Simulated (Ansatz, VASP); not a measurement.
# Mg7Se: VASP beside Ansatz

```xyz
8
Lattice="3.0436 -1.7573 0.0060 3.0436 1.7573 0.0060 -0.0332 0.0000 18.1059" Properties=species:S:1:pos:R:3 pbc="T T T"
Mg    4.0460    0.0000    6.6196
Mg   -0.0166    0.0000    9.0530
Mg    2.0080    0.0000   11.4983
Mg    1.9994    0.0000   16.4046
Mg    6.0621    0.0000   13.9575
Mg    4.0546    0.0000    1.7132
Mg   -0.0080    0.0000    4.1604
Se    0.0000    0.0000    0.0000
```

Change from the starting cell: the structure that the rattled cell fell into.

Alike in both runs: functional PBE; k mesh 10 × 10 × 2; occupations gaussian, width 0.1 eV; no spin polarisation.

Ansatz relaxed the structure, and its values are those at the end. VASP's run is a single point on that final structure, the one shown.

|  | VASP | Ansatz |
| --- | --- | --- |
| version | VASP 6.6.1 | Ansatz 0.2.0 |
| potentials or method | VASP PAW PBE potentials, release 64 (Mg, Se), cutoff 520 eV | scalar-relativistic, plane waves, PAW |
| valence electrons in the cell | 20 | 86 |

VASP gave:

* gap on the k mesh at the Fermi level (eV): none
* pressure (GPa): -0.1

**Question.** Estimate Ansatz's values.

**Answer.** gap on the k mesh at the Fermi level (eV): none; pressure (GPa): 0.0.

A gap of «none» marks a metal or a gap that the smearing closes. The functional is the same, so the differences come from potentials, cutoffs and numerics. VASP's potentials hold 20 valence electrons a cell and Ansatz's 86, so a difference there can come from the potentials and not from the codes.
